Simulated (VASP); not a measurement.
Crystal: TaN.

```
CELL_PARAMETERS angstrom
2.89829 0.00000 0.00000
-1.44915 2.50999 0.00000
0.00000 0.00000 2.84404
ATOMIC_POSITIONS crystal
Ta 0.00000 0.00000 0.50000
N 0.66667 0.33333 0.00000
```

This cell differs from its parent crystal: volume scaled by 0.96.

Base run:

```yaml
Program: VASP 6.6.1
Functional: PBEsol
Potentials_or_basis: VASP PAW PBE potentials, release 64 (Ta_pv, N)
Cutoff: 520 eV
k_mesh: 10 × 10 × 9
Occupations: fermi-dirac, width 0.05 eV
Spin: no spin polarisation
```

Its results: band gap on the k mesh zero (band 8 reaches 8.73 eV, above the bottom of band 9 at 8.43 eV); pressure 11.4 GPa.

Task: After a change of settings the same cell gave: band gap on the k mesh zero (band 8 reaches 8.92 eV, above the bottom of band 9 at 8.62 eV); pressure 21.5 GPa. Which change was it?
A. functional from PBEsol to LDA; potentials or basis from VASP PAW PBE potentials, release 64 (Ta_pv, N) to VASP PAW LDA potentials, release 64 (Ta_pv, N)
B. functional from PBEsol to PBE
C. functional from PBEsol to r2SCAN; further incar settings from ALGO = Normal; EDIFF = 1e-06; NBANDS = 15 to ALGO = Normal; EDIFF = 1e-07; NBANDS = 15

Result: B.

PBE binds less tightly than PBEsol, so the same cell stands under more pressure.

Caveats: spin-orbit coupling is left out, which moves the levels of the heavy elements; the PAW data sets were made with another functional, which shifts forces and pressure a little (some runs).
